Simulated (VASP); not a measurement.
# In (Fmmm) in VASP: single point with LDA

Aim: the single point of In with LDA.

Everything below comes from runs of VASP 6.6.1. Logs are shortened: lines on timing, memory, paths and dates and some standing lists are left out, and cuts for length are marked.

## (1) The cell of the first run

The structure is orthorhombic, space group Fmmm (No. 69). The conventional cell has a = 4.571 Å, b = 4.628 Å, c = 4.948 Å, α = 90.00°, β = 90.00°, γ = 90.00°. Within 4.3 Å of In (site symmetry mmm) lie 12 In at 3.25 to 3.39 Å.

## (2) Single point, LDA (strain +0.0125 x Voigt [0, 0, 0, 0, 0, 1])

Input file INCAR:

```
PREC     = Accurate       # precision mode
ENCUT    = 520            # plane-wave cutoff, eV
EDIFF    = 1E-7           # SCF threshold, eV
ISMEAR   = 0              # smearing method
SIGMA    = 0.15           # smearing width, eV
LREAL    = F              # projectors in reciprocal space
LASPH    = T              # aspherical terms in the spheres
NELM     = 80             # most SCF steps
ALGO     = Fast           # electronic algorithm
ISIF     = 2              # what is computed and relaxed
LWAVE    = F              # write WAVECAR
LCHARG   = F              # write CHGCAR
NBANDS   = 12             # bands
```

Input file KPOINTS:

```
regular mesh
0
Gamma
  20 20 20
```

Input file POSCAR:

```
In
1.0
   -1.6159865625      1.6159865625      2.4739500000
    1.6159865625     -1.6159865625      2.4739500000
    1.6363134375      1.6363134375     -2.4739500000
In
1
Direct
    0.0000000000      0.0000000000      0.0000000000
```

Potentials or basis: VASP PAW LDA potentials, release 64 (In_d).

On the command line:

```console
$ cat potpaw_LDA.64/In_d/POTCAR > POTCAR
$ mpirun -np 1 vasp_std > vasp.out
```

OUTCAR:

```text
PREC = Accurate
   ENCUT = 520
   EDIFF = 1E-7
   ISMEAR = 0
   LREAL = F
   LASPH = T
   NELM = 80
   ISIF = 2

 ion  position               nearest neighbor table
   1  0.000  0.000  0.000-

  LATTYP: Found a face centered orthorhombic cell.
 ALAT       =     4.5707002266
 B/A-ratio  =     1.0125786164
 C/A-ratio  =     1.0825255989

  Lattice vectors:

 A1 = (   1.6363134375,   1.6363134375,   2.4739500000)
 A2 = (   1.6159865625,  -1.6159865625,   2.4739500000)
 A3 = (   3.2523000000,   0.0203268750,   0.0000000000)

Analysis of symmetry for initial positions (statically):
=====================================================================
 Subroutine PRICEL returns:
 Original cell was already a primitive cell.

 Routine SETGRP: Setting up the symmetry group for a
 face centered orthorhombic supercell.

 Subroutine GETGRP returns: Found  8 space group operations
 (whereof  8 operations were pure point group operations)
 out of a pool of  8 trial point group operations.

The static configuration has the point symmetry D_2h.

Analysis of symmetry for dynamics (positions and initial velocities):
=====================================================================
 Subroutine PRICEL returns:
 Original cell was already a primitive cell.

 Routine SETGRP: Setting up the symmetry group for a
 face centered orthorhombic supercell.

 Subroutine GETGRP returns: Found  8 space group operations
 (whereof  8 operations were pure point group operations)
 out of a pool of  8 trial point group operations.

The dynamic configuration has the point symmetry D_2h.

 Subroutine INISYM returns: Found  8 space group operations
 (whereof  8 operations are pure point group operations),
 and found     1 'primitive' translations

----------------------------------------------------------------------------------------

                                     Primitive cell

  volume of cell :      26.1671

  direct lattice vectors                    reciprocal lattice vectors
    -1.615986563  1.615986563  2.473950000    -0.001921792  0.307486721  0.202105944
     1.615986563 -1.615986563  2.473950000     0.307486721 -0.001921792  0.202105944
     1.636313437  1.636313437 -2.473950000     0.305564929  0.305564929  0.000000000

  length of vectors
     3.367974724  3.367974724  3.387546595     0.367965474  0.367965474  0.432134067

  position of ions in fractional coordinates (direct lattice)
     0.000000000  0.000000000  0.000000000

  ion indices of the primitive-cell ions
   primitive index   ion index
                 1           1

----------------------------------------------------------------------------------------

 KPOINTS: regular mesh

Automatic generation of k-mesh.
 Grid dimensions read from file:
 generate k-points for:   20   20   20

 Generating k-lattice:

  Cartesian coordinates                     Fractional coordinates (reciprocal lattice)
    -0.000096090  0.015374336  0.010105297     0.050000000 -0.000000000  0.000000000
     0.015374336 -0.000096090  0.010105297    -0.000000000  0.050000000  0.000000000
     0.015278246  0.015278246  0.000000000     0.000000000  0.000000000  0.050000000

  Length of vectors
     0.018398274  0.018398274  0.021606703

  Shift w.r.t. Gamma in fractional coordinates (k-lattice)
     0.000000000  0.000000000  0.000000000

 Subroutine IBZKPT returns following result:
 ===========================================

 Found   1166 irreducible k-points:

 Following reciprocal coordinates:
            Coordinates               Weight
  0.000000  0.000000  0.000000      1.000000
  0.050000  0.000000 -0.000000      8.000000
  0.100000 -0.000000 -0.000000      8.000000
  0.150000 -0.000000 -0.000000      8.000000
  0.200000 -0.000000 -0.000000      8.000000
  0.250000 -0.000000 -0.000000      8.000000
[... 16 lines left out ...]
 -0.400000  0.050000  0.000000      8.000000
 -0.350000  0.050000  0.000000      8.000000
 [... further k-points ...]
   k-points           NKPTS =   1166   k-points in BZ     NKDIM =   1166   number of bands    NBANDS=     12
   number of dos      NEDOS =    301   number of ions     NIONS =      1
   total plane-waves  NPLWV =  21952
   dimension x,y,z NGX =    28 NGY =   28 NGZ =   28
   dimension x,y,z NGXF=    56 NGYF=   56 NGZF=   56
   ions per type =               1
   NGX,Y,Z   is equivalent  to a cutoff of  13.82, 13.82, 13.74 a.u.
   NGXF,Y,Z  is equivalent  to a cutoff of  27.64, 27.64, 27.48 a.u.
 SYSTEM =  unknown system
   PREC   = accura    normal or accurate (medium, high low for compatibility)
   ISTART =      0    job   : 0-new  1-cont  2-samecut
   ICHARG =      2    charge: 1-file 2-atom 10-const
   ISPIN  =      1    spin polarized calculation?
   LNONCOLLINEAR =      F non collinear calculations
   LSORBIT =      F    spin-orbit coupling
   LASPH  =      T    aspherical Exc in radial PAW
   ENCUT  =  520.0 eV  38.22 Ry    6.18 a.u.   6.26  6.26  6.30*2*pi/ulx,y,z
   NELM   =     80;   NELMIN=  2; NELMDL= -5     # of ELM steps
   EDIFF  = 0.1E-06   stopping-criterion for ELM
   LREAL  =      F    real-space projection
   EDIFFG = 0.1E-05   stopping-criterion for IOM
   NSW    =      0    number of steps for IOM
   IBRION =     -1    ionic relax: 0-MD 1-quasi-New 2-CG
   NFREE  =      0    steps in history (QN), initial steepest desc. (CG)
   ISIF   =      2    stress and relaxation
   ISYM   =      2    0-nonsym 1-usesym 2-fastsym
   POTIM  = 0.5000    time-step for ionic-motion
   TEBEG  =    0.0;   TEEND  =   0.0 temperature during run
   PSTRESS=    0.0 pullay stress
   NELECT =      13.0000    total number of electrons
   NUPDOWN=      -1.0000    fix difference up-down
   EMIN   =  10.00;   EMAX   =-10.00  energy-range for DOS
   EFERMI =   0.00;   METHOD = LEGACY
   ISMEAR =     0;   SIGMA  =   0.15  broadening in eV -4-tet -1-fermi 0-gaus
   EFERMI_NEDOS =   21; number of points for ismear=-14 and -15
   IALGO  =     68    algorithm
   IMIX   =      4    mixing-type and parameters
     AMIX     =   0.40;   BMIX     =  1.00
     AMIX_MAG =   1.60;   BMIX_MAG =  1.00
  volume/ion in A,a.u.               =      26.17       176.58
  Fermi-wavevector in a.u.,A,eV,Ry     =   1.296595  2.450209 22.873540  1.681158
  Thomas-Fermi vector in A             =   2.428041
   LORBIT       =      0    0 simple, 1 ext, 2 COOP (PROOUT), +10 PAW based schemes
   GGA     = CA    functional components
   LHFCALC =     F    Hartree Fock is set to
   AEXX    =    0.0000 exact exchange contribution
   IVDW    =     0    specifies the selected vdW correction
   LEPSILON=     F    determine dielectric tensor
   LRPA    =     F    only Hartree local field effects (RPA)
 non-spin polarized calculation
 RMM-DIIS sequential band-by-band and
 Gauss-broadening in eV      SIGMA  =   0.15
  energy-cutoff  :      520.00
  volume of cell :       26.17
 maximum number of plane-waves:       719
 NGX is ok and might be reduce to    28
   NGX = 13   NGY = 13   NGZ = 13

 number of electron      13.0000005 magnetization

 Free energy of the ion-electron system (eV)
  ---------------------------------------------------
  ext. energy  EPLUGINS =         0.00000000
  ---------------------------------------------------
  free energy    TOTEN  =        -3.20697745 eV

  energy without entropy =       -3.20187335  energy(sigma->0) =       -3.20442540

 E-fermi :   7.2036     XC(G=0): -10.5256

 val. band max:        7.1827885469   @ k =   0.5000   0.1500   0.1000
 cond. band min:       7.2114501067   @ k =  -0.0500   0.2500   0.2000
 fundamental gap:      0.0286615597
 Fermi energy:         7.2036118292

 k-point     1 :       0.0000    0.0000    0.0000
  band No.  band energies     occupation
      1      -7.4064      2.00000
      2      -7.3070      2.00000
      3      -7.2920      2.00000
      4      -7.2167      2.00000
      5      -7.1108      2.00000
      6      -2.3479      2.00000
      7      17.6169      0.00000
      8      17.6513      0.00000
      9      17.7935      0.00000
     10      18.9027      0.00000
     11      21.2319      0.00000
     12      21.3461      0.00000

 k-point     2 :       0.0500    0.0000   -0.0000
  band No.  band energies     occupation
      1      -7.4022      2.00000
      2      -7.3052      2.00000
      3      -7.2899      2.00000
      4      -7.2161      2.00000
      5      -7.1125      2.00000
      6      -2.2933      2.00000
      7      16.9456      0.00000
      8      17.5657      0.00000
      9      17.6092      0.00000
     10      18.7532      0.00000
     11      21.4430      0.00000
     12      21.5010      0.00000

 k-point     3 :       0.1000   -0.0000   -0.0000
  band No.  band energies     occupation
      1      -7.3914      2.00000
      2      -7.3033      2.00000
      3      -7.2816      2.00000
      4      -7.2123      2.00000
      5      -7.1167      2.00000
      6      -2.1285      2.00000
      7      15.4065      0.00000
      8      17.2459      0.00000
      9      17.3900      0.00000
     10      18.6714      0.00000
     11      21.4916      0.00000
     12      21.9156      0.00000
[... 286 lines left out ...]
 k-point    23 :      -0.4000    0.0500    0.0000
  band No.  band energies     occupation
      1      -7.3884      2.00000
      2      -7.3524      2.00000
      3      -7.2728      2.00000
      4      -7.0648      2.00000
      5      -7.0149      2.00000
      6       1.0356      2.00000
      7       6.3494      2.00000
      8      14.5432      0.00000
      9      16.0978      0.00000
     10      18.2012      0.00000
     11      19.4129      0.00000
     12      21.2013      0.00000

 k-point    24 :      -0.3500    0.0500    0.0000
  band No.  band energies     occupation
      1      -7.3777      2.00000
      2      -7.3437      2.00000
      3      -7.2631      2.00000
      4      -7.0919      2.00000
      5      -7.0475      2.00000
      6       0.2241      2.00000
      7       7.7597      0.00000
      8      14.7336      0.00000
      9      16.2578      0.00000
     10      18.5193      0.00000
     11      19.7312      0.00000
     12      21.1206      0.00000

 [... further k-points ...]

------------------------ aborting loop because EDIFF is reached ----------------------------------------

  FORCE on cell =-STRESS in cart. coord.  units (eV):
  Direction    XX          YY          ZZ          XY          YZ          ZX
  --------------------------------------------------------------------------------------
  -------------------------------------------------------------------------------------
  Total       -0.4076756     -0.4076756     -0.4257775     -0.0034218      0.0000000      0.0000000
  in kB      -24.9614699    -24.9614699    -26.0698244     -0.2095117      0.0000000      0.0000000
  external PRESSURE =     -25.3309214 kB  Pullay stress =       0.0000000 kB

 VOLUME and BASIS-vectors are now :
 -----------------------------------------------------------------------------
  energy-cutoff  :      520.00
  volume of cell :       26.17
      direct lattice vectors                 reciprocal lattice vectors
    -1.615986563  1.615986563  2.473950000    -0.001921792  0.307486721  0.202105944
     1.615986563 -1.615986563  2.473950000     0.307486721 -0.001921792  0.202105944
     1.636313437  1.636313437 -2.473950000     0.305564929  0.305564929  0.000000000

 POSITION                                       TOTAL-FORCE (eV/Angst)
 -----------------------------------------------------------------------------------
      0.00000      0.00000      0.00000        -0.000000     -0.000000      0.000000
 -----------------------------------------------------------------------------------
    total drift:                               -0.000000     -0.000000     -0.000000

  FREE ENERGIE OF THE ION-ELECTRON SYSTEM (eV)
  ---------------------------------------------------
  free  energy   TOTEN  =        -3.2069774527 eV

  energy  without entropy=       -3.2018733547  energy(sigma->0) =       -3.20442540
```

Wall time 6.3 min (1 thread of Intel Xeon Platinum 8375C at 2.90GHz (Ice Lake), shared host); peak memory 0.44 GiB.

What came out:

```
Free energy : -3.2070 eV
Pressure    : -2.5 GPa
```

Caveat: the cell differs from its parent crystal (strain +0.0125 x Voigt [0, 0, 0, 0, 0, 1]); spin-orbit coupling is left out, which moves the levels of the heavy elements.
